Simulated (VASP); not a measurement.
CdH2O2:

```
CELL_PARAMETERS angstrom
3.51553 0.00000 0.00000
-1.75776 3.04454 0.00000
0.00000 0.00000 4.64298
ATOMIC_POSITIONS crystal
Cd 0.00000 0.00000 0.00000
H 0.66667 0.33333 0.55096
H 0.33333 0.66667 0.44904
O 0.66667 0.33333 0.75937
O 0.33333 0.66667 0.24063
```

Base run:

- Program: VASP 6.6.1
- Functional: LDA
- Potentials or basis: VASP PAW LDA potentials, release 64 (Cd, H, O)
- Cutoff: 520 eV
- k mesh: 6 × 6 × 4
- Occupations: gaussian, width 0.01 eV
- Spin: no spin polarisation

Its results: band gap on the k mesh 1.56 eV, indirect (least direct gap 1.91 eV); pressure -3.1 GPa; largest force 1.005 eV/Å.

Q: The run is repeated on the same cell with these changes: potentials or basis from VASP PAW LDA potentials, release 64 (Cd, H, O) to VASP PAW LDA potentials, release 64 (Cd_sv_GW, H, O); cutoff from 520 eV to 600 eV; further incar settings from ALGO = Normal; EDIFF = 1e-06; NBANDS = 21 to ALGO = Normal; EDIFF = 1e-06; NBANDS = 25; valence electrons from 26 to 34. What comes out?

A: Band gap on the k mesh 1.56 eV, indirect (least direct gap 1.92 eV); pressure -4.3 GPa; largest force 1.069 eV/Å.

Caveats: forces of over 1 eV/Å act on the atoms, so gaps and moduli don't describe the material at rest.

A k mesh can miss the band edges.
